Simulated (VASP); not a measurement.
Cr3Cu, 4 atoms in the cell. The structure is cubic, space group Pm-3m (No. 221). Conventional cell: a = 3.510 Å, b = 3.510 Å, c = 3.510 Å, α = 90.00°, β = 90.00°, γ = 90.00°. Within 3.3 Å of Cr (site symmetry 4/mmm) lie 8 Cr at 2.48 Å and 4 Cu at 2.48 Å. Within 3.3 Å of Cu (site symmetry m-3m) lie 12 Cr at 2.48 Å. 

```yaml
Program: VASP 6.6.1
Task: single point
Functional: LDA
Potentials_or_basis: VASP PAW LDA potentials, release 64 (Cr_pv, Cu)
Cutoff: 520 eV
k_mesh: 7 × 7 × 7
Occupations: fermi-dirac, width 0.1 eV
Spin: collinear spin, ferromagnetic start
Starting_moments: "[2.1, 2.1, 2.1, 0.0] μB"
Dipole_correction: no
Further_INCAR_settings: ALGO = Normal; EDIFF = 1e-06; NBANDS = 36
```

Potentials or basis: VASP PAW LDA potentials, release 64 (Cr_pv, Cu).

Launch:

```sh
$ cat potpaw_LDA.64/Cr_pv/POTCAR potpaw_LDA.64/Cu/POTCAR > POTCAR
$ mpirun -np 1 vasp_std > vasp.out
```

Hardware: 1 thread of AMD EPYC 9R45 (Zen 5), with other jobs on the host.

**Question.** Estimate the wall time of this run.

**Answer.** Wall time 63 s on 1 thread of AMD EPYC 9R45 (Zen 5), with other jobs on the host, peak memory 0.14 GiB. Counts: scf iterations 15, k points 20.
